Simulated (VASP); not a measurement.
# AlN (wurtzite type) (P6_3mc) in VASP: relaxation of cell and atoms with PBE

Aim: the relaxation of cell and atoms of AlN (wurtzite type) with PBE.

Everything below comes from runs of VASP 6.6.1. Logs are shortened: lines on timing, memory, paths and dates and some standing lists are left out, and cuts for length are marked.

### Step 1. The cell of the first run

The structure is hexagonal, space group P6_3mc (No. 186). The conventional cell has a = 2.514 Å, b = 2.514 Å, c = 4.098 Å, α = 90.00°, β = 90.00°, γ = 120.00°. Al (site symmetry 3m) has 4 N at 1.54 Å within 2.0 Å. N (site symmetry 3m) has 4 Al at 1.54 Å within 2.0 Å.

### Step 2. Relaxation of cell and atoms, PBE, target pressure 300 GPa, at which the enthalpy is minimised

INCAR

```
SYSTEM = AlN
ALGO     = Normal         ! electronic algorithm
EDIFF    = 1E-6           ! SCF threshold, eV
EDIFFG   = -0.005         ! ionic threshold
ENCUT    = 600            ! plane-wave cutoff, eV
GGA      = PE             ! functional
IBRION   = 2              ! ionic algorithm
ISIF     = 3              ! what is computed and relaxed
ISMEAR   = -1             ! smearing method
LASPH    = .True.         ! aspherical terms in the spheres
LCHARG   = .False.        ! write CHGCAR
LREAL    = .False.        ! projectors in reciprocal space
LWAVE    = .False.        ! write WAVECAR
NELM     = 80             ! most SCF steps
NSW      = 60             ! ionic steps
PREC     = Accurate       ! precision mode
PSTRESS  = 3000.0       
SIGMA    = 0.1            ! smearing width, eV
```

KPOINTS

```
k-points
0
Gamma
  14 14 8
  0 0 0
```

POSCAR

```
AlN
1.0
    2.5138827198      0.0000000000      0.0000000000
   -1.2569413599      2.1770862974      0.0000000000
    0.0000000000      0.0000000000      4.0976288332
Al N
2 2
Direct
    0.3333333333      0.6666666667      0.0000000000
    0.6666666667      0.3333333333      0.5000000000
    0.3333333333      0.6666666667      0.3760000000
    0.6666666667      0.3333333333      0.8760000000
```

Potentials or basis: VASP PAW PBE potentials, release 64 (Al, N).

On the command line:

```console
$ cat potpaw_PBE.64/Al/POTCAR potpaw_PBE.64/N/POTCAR > POTCAR
$ mpirun -np 1 vasp_std > vasp.out
```

OUTCAR:

```text
SYSTEM = AlN
   EDIFF = 1E-6
   EDIFFG = -0.005
   ENCUT = 600
   GGA = PE
   IBRION = 2
   ISIF = 3
   ISMEAR = -1
   LASPH = .True.
   LREAL = .False.
   NELM = 80
   NSW = 60
   PREC = Accurate
   PSTRESS = 3000.0

 ion  position               nearest neighbor table
   1  0.333  0.667  0.000-   4 1.54   4 1.54   4 1.54   3 1.54   2 2.51   2 2.51   2 2.51   2 2.51
                             2 2.51   2 2.51   3 2.56
   2  0.667  0.333  0.500-   3 1.54   3 1.54   3 1.54   4 1.54   1 2.51   1 2.51   1 2.51   1 2.51
                             1 2.51   1 2.51   4 2.56
   3  0.333  0.667  0.376-   2 1.54   2 1.54   2 1.54   1 1.54   1 2.56
   4  0.667  0.333  0.876-   1 1.54   1 1.54   1 1.54   2 1.54   2 2.56

  LATTYP: Found a hexagonal cell.
 ALAT       =     2.5138827198
 C/A-ratio  =     1.6300000000

  Lattice vectors:

 A1 = (   2.5138827198,   0.0000000000,   0.0000000000)
 A2 = (  -1.2569413599,   2.1770862974,   0.0000000000)
 A3 = (   0.0000000000,   0.0000000000,   4.0976288332)

Analysis of symmetry for initial positions (statically):
=====================================================================
 Subroutine PRICEL returns:
 Original cell was already a primitive cell.

 Routine SETGRP: Setting up the symmetry group for a
 hexagonal supercell.

 Subroutine GETGRP returns: Found 12 space group operations
 (whereof  6 operations were pure point group operations)
 out of a pool of 24 trial point group operations.

The static configuration has the point symmetry C_3v.
 The point group associated with its full space group is C_6v.

Analysis of symmetry for dynamics (positions and initial velocities):
=====================================================================
 Subroutine PRICEL returns:
 Original cell was already a primitive cell.

 Routine SETGRP: Setting up the symmetry group for a
 hexagonal supercell.

 Subroutine GETGRP returns: Found 12 space group operations
 (whereof  6 operations were pure point group operations)
 out of a pool of 24 trial point group operations.

The dynamic configuration has the point symmetry C_3v.
 The point group associated with its full space group is C_6v.

 Subroutine INISYM returns: Found 12 space group operations
 (whereof  6 operations are pure point group operations),
 and found     1 'primitive' translations

----------------------------------------------------------------------------------------

                                     Primitive cell

  volume of cell :      22.4261

  direct lattice vectors                    reciprocal lattice vectors
[... 114 lines left out ...]
  Thomas-Fermi vector in A             =   2.579006
   LORBIT       =      0    0 simple, 1 ext, 2 COOP (PROOUT), +10 PAW based schemes
   GGA     = PE    functional components
   LHFCALC =     F    Hartree Fock is set to
   AEXX    =    0.0000 exact exchange contribution
   IVDW    =     0    specifies the selected vdW correction
   LEPSILON=     F    determine dielectric tensor
   LRPA    =     F    only Hartree local field effects (RPA)
 conjugate gradient relaxation of ions
 non-spin polarized calculation
  energy-cutoff  :      600.00
  volume of cell :       22.43
 maximum number of plane-waves:       768
 NGX is ok and might be reduce to    20
   NGX =  9   NGY =  9   NGZ = 17

--------------------------------------- Ionic step        1  -------------------------------------------

 number of electron      16.0000000 magnetization

 Free energy of the ion-electron system (eV)
  ---------------------------------------------------
  ext. energy  EPLUGINS =         0.00000000
  ---------------------------------------------------
  free energy    TOTEN  =       -13.89983547 eV

  energy without entropy =      -13.89983547  energy(sigma->0) =      -13.89983547

------------------------ aborting loop because EDIFF is reached ----------------------------------------

  FORCE on cell =-STRESS in cart. coord.  units (eV):
  Direction    XX          YY          ZZ          XY          YZ          ZX
  --------------------------------------------------------------------------------------
  -------------------------------------------------------------------------------------
  Total       60.3412911     60.3412911     56.7099404      0.0000000      0.0000000     -0.0000000
  in kB     4310.9392877   4310.9392874   4051.5061216      0.0000000      0.0000000     -0.0000000
  external PRESSURE =    1224.4615656 kB  Pullay stress =    3000.0000000 kB
[... 27 lines left out ...]
--------------------------------------- Ionic step        2  -------------------------------------------

 number of electron      16.0000005 magnetization

 E-fermi :   8.8369     XC(G=0): -11.1690

 val. band max:        6.9179687607   @ k =   0.0000   0.0000   0.0000
 cond. band min:      11.4834892515   @ k =   0.0000   0.0000   0.0000
 fundamental gap:      4.5655204908
 Fermi energy:         8.8369019836

 k-point     1 :       0.0000    0.0000    0.0000
  band No.  band energies     occupation
      1      -8.8219      2.00000
      2      -6.4055      2.00000
      3       0.5531      2.00000
      4       5.7255      2.00000
      5       5.7255      2.00000
      6       6.4483      2.00000
      7       6.4483      2.00000
      8       6.9180      2.00000
      9      11.4835      0.00000
     10      13.7654      0.00000
     11      18.0279      0.00000
     12      18.1263      0.00000
[... 420 lines left out ...]
  energy  without entropy=      -20.2029809412  energy(sigma->0) =      -20.20298094

  enthalpy is  TOTEN    =        27.3063169418 eV   P V=       47.5092978831

[... ionic steps 4 to 29 ...]

--------------------------------------- Ionic step       30  -------------------------------------------

 number of electron      16.0000003 magnetization

------------------------ aborting loop because EDIFF is reached ----------------------------------------
[... 75 lines left out ...]
--------------------------------------- Ionic step       32  -------------------------------------------

 number of electron      16.0000003 magnetization

 Free energy of the ion-electron system (eV)
  ---------------------------------------------------
  ext. energy  EPLUGINS =         0.00000000
  ---------------------------------------------------
  free energy    TOTEN  =       -19.37636916 eV

  energy without entropy =      -19.37636916  energy(sigma->0) =      -19.37636916

 E-fermi :  17.1429     XC(G=0): -13.7196

 val. band max:       15.3713583607   @ k =   0.0000   0.0000   0.0000
 cond. band min:      19.5268767550   @ k =   0.3571   0.2857   0.0000
 fundamental gap:      4.1555183943
 Fermi energy:        17.1428853082

 k-point     1 :       0.0000    0.0000    0.0000
  band No.  band energies     occupation
      1      -6.3619      2.00000
      2       0.5509      2.00000
      3       4.9251      2.00000
      4      10.1628      2.00000
      5      10.1628      2.00000
      6      12.3944      2.00000
      7      12.3944      2.00000
      8      15.3714      2.00000
      9      21.9893      0.00000
     10      24.6673      0.00000
     11      26.9750      0.00000
     12      26.9750      0.00000
[... 380 lines left out ...]
  energy  without entropy=      -19.3763691588  energy(sigma->0) =      -19.37636916

  enthalpy is  TOTEN    =        24.6071872054 eV   P V=       43.9835563643

 reached required accuracy - stopping structural energy minimisation
```

It took 3.4 min on 1 thread of Intel Xeon 6975P-C (Granite Rapids), shared host; peak memory 0.17 GiB.

Results:

```yaml
Free_energy: -19.3764 eV
Relaxed_volume: 5.87 Å³/atom
Relaxed_cell: a = 2.805 Å, b = 2.805 Å, c = 3.446 Å, α = 90.00°, β = 90.00°, γ = 120.00°
Space_group_after_relaxing_to_0.05_Å: P6_3/mmc (No. 194)
Energy_change_on_relaxing_the_enthalpy_is_what_falls: -1369.1 meV/atom
Ionic_steps: 32
Pressure_after_relaxing: 300.1 GPa
Band_gap_on_the_k_mesh: 4.16 eV, indirect (least direct gap 6.62 eV)
```

Step by step:
| step | energy change (eV) | largest force (eV/Å) | pressure (GPa) | volume (Å³) |
| --- | --- | --- | --- | --- |
| 1 | 0.0000 | 0.5494 | 422.45 | 22.43 |
| 2 | -15.6193 | 0.1698 | 14.01 | 39.39 |
| 3 | -6.3031 | 0.1281 | 270.85 | 25.37 |
| 4 | -5.2101 | 0.1348 | 297.03 | 24.76 |
| 5 | -5.1201 | 0.1353 | 299.20 | 24.71 |
| 6 | -5.1521 | 2.7800 | 297.63 | 24.71 |
| 7 | -5.1714 | 1.8001 | 297.88 | 24.72 |
| 8 | -5.1809 | 1.8990 | 297.63 | 24.71 |
| 9 | -5.2079 | 2.2609 | 296.70 | 24.68 |
| 10 | -5.2656 | 3.2156 | 294.18 | 24.59 |
| 11 | -5.3945 | 5.5339 | 289.28 | 24.31 |
| 12 | -3.2863 | 4.3666 | 334.59 | 23.30 |
| 13 | -5.0677 | 7.7268 | 294.71 | 24.05 |
| 14 | -4.6257 | 7.7659 | 305.82 | 23.71 |
| 15 | -4.4980 | 7.5877 | 308.78 | 23.65 |
| 16 | -4.5026 | 7.4380 | 308.78 | 23.65 |
| 17 | -4.5027 | 6.9616 | 309.02 | 23.64 |
| 18 | -4.5224 | 6.8968 | 308.74 | 23.65 |
| 19 | -4.5803 | 6.7072 | 307.92 | 23.65 |
| 20 | -4.6921 | 6.3387 | 306.30 | 23.66 |
| 21 | -4.8995 | 5.6390 | 303.27 | 23.67 |
| 22 | -5.2537 | 4.3778 | 298.00 | 23.70 |
| 23 | -5.7486 | 2.3550 | 290.29 | 23.75 |
| 24 | -6.0795 | 0.0699 | 284.34 | 23.83 |
| 25 | -6.0705 | 0.2559 | 284.65 | 23.82 |
| 26 | -6.0646 | 0.3472 | 284.78 | 23.81 |
| 27 | -5.9373 | 0.3091 | 288.09 | 23.74 |
| 28 | -5.5471 | 0.1892 | 298.27 | 23.53 |
| 29 | -5.4368 | 0.1552 | 301.10 | 23.47 |
| 30 | -5.4460 | 0.1192 | 300.86 | 23.47 |
| 31 | -5.4732 | 0.0111 | 300.14 | 23.49 |
| 32 | -5.4765 | 0.0013 | 300.09 | 23.49 |

Final structure:
```yaml
crystal:
  lattice:
    - [2.80549, 0.00000, 0.00000]
    - [-1.40274, 2.42962, 0.00000]
    - [0.00000, 0.00000, 3.44614]
  atoms:
    - { symbol: Al, position: [0.33333, 0.66667, 0.93799] }
    - { symbol: Al, position: [0.66667, 0.33333, 0.43799] }
    - { symbol: N, position: [0.33333, 0.66667, 0.43801] }
    - { symbol: N, position: [0.66667, 0.33333, 0.93801] }
```

Caveat: the cell is relaxed towards a set pressure, so the enthalpy falls and the energy may rise. A k mesh can miss the band edges.
